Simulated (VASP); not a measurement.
# SrO: single point with PBE

SrO:

```
CELL_PARAMETERS angstrom
3.95322 -3.95322 0.00000
3.95322 3.95322 0.00000
0.00000 0.00000 3.63395
ATOMIC_POSITIONS crystal
Sr 0.00000 0.00000 0.00000
Sr 0.50000 0.50000 0.50000
O 0.69500 0.30500 0.00000
O 0.30500 0.69500 0.00000
```

This cell differs from its parent crystal: atoms taken out.

| Quantity | Value |
| --- | --- |
| Program | VASP 6.6.1 |
| Task | single point |
| Functional | PBE |
| Potentials or basis | VASP PAW PBE potentials, release 64 (Sr_sv, O) |
| Cutoff | 520 eV |
| k mesh | 4 × 4 × 6 |
| Occupations | gaussian, width 0.1 eV |
| Spin | collinear spin, ferromagnetic start |
| Starting moments | [0.0, 0.0, 1.0, 1.0] μB |

- Pressure: -0.6 GPa
- Largest force: 1.463 eV/Å
- Band gap on the k mesh: zero (filled and empty bands overlap)
- Net moment: 0.00 μB per cell
- Valence electrons inside the program's atomic spheres: Sr 8.00, 8.11; O 4.92

Forces in eV/Å, atoms in the order of the input:
```
Sr   0.000  0.000  0.000
Sr   0.000  0.000  0.000
O    0.000 -1.463  0.000
O    0.000  1.463  0.000
```

Stress tensor (GPa, compression positive):
```
 0.52  0.00  0.00
 0.00 -8.35  0.00
 0.00  0.00  6.15
```

Levels at points of the mesh, in eV from the Fermi level:
Spin up:
```csv
k point,band 12,band 13,band 14,band 15,band 16,band 17,band 18,band 19,band 20,band 21
"(0.00, 0.00, 0.00)",-1.57,-1.22,-0.53,-0.52,-0.13,-0.10,2.05,4.02,4.59,5.29
"(0.50, 0.00, 0.00)",-1.41,-1.15,-1.03,-0.98,-0.22,0.34,2.15,2.98,4.52,5.26
"(0.50, 0.50, 0.00)",-1.35,-1.28,-0.69,-0.15,-0.06,0.18,2.45,3.65,4.14,4.80
"(0.00, 0.00, 0.50)",-1.08,-1.01,-0.83,-0.80,-0.54,2.16,2.73,3.01,4.01,4.68
"(0.50, 0.00, 0.50)",-1.42,-1.26,-0.59,-0.55,-0.29,1.52,3.45,3.71,3.73,5.30
"(0.50, 0.50, 0.50)",-1.38,-1.12,-1.00,-0.52,-0.40,1.63,3.46,3.79,3.81,5.48
```
Spin down:
| k point | band 13 | band 14 | band 15 | band 16 | band 17 | band 18 | band 19 | band 20 |
| --- | --- | --- | --- | --- | --- | --- | --- | --- |
| (0.00, 0.00, 0.00) | -1.22 | -0.53 | -0.52 | -0.13 | -0.10 | 2.05 | 4.02 | 4.59 |
| (0.50, 0.00, 0.00) | -1.15 | -1.03 | -0.98 | -0.22 | 0.34 | 2.15 | 2.98 | 4.52 |
| (0.50, 0.50, 0.00) | -1.28 | -0.69 | -0.15 | -0.06 | 0.18 | 2.45 | 3.65 | 4.14 |
| (0.00, 0.00, 0.50) | -1.01 | -0.83 | -0.80 | -0.54 | 2.16 | 2.73 | 3.01 | 4.01 |
| (0.50, 0.00, 0.50) | -1.26 | -0.59 | -0.55 | -0.29 | 1.52 | 3.45 | 3.71 | 3.73 |
| (0.50, 0.50, 0.50) | -1.12 | -1.00 | -0.52 | -0.40 | 1.63 | 3.46 | 3.79 | 3.81 |

It took 7 min on 1 thread of Intel Xeon 8259CL, on a shared host, peak memory 0.33 GiB.

Caveat: the cell differs from its parent crystal (atoms taken out); the stress differs along the axes, from -8 to 6 GPa; semilocal functionals underestimate gaps, and a narrow one can read as zero; forces of over 1 eV/Å act on the atoms, so gaps and moduli don't describe the material at rest.
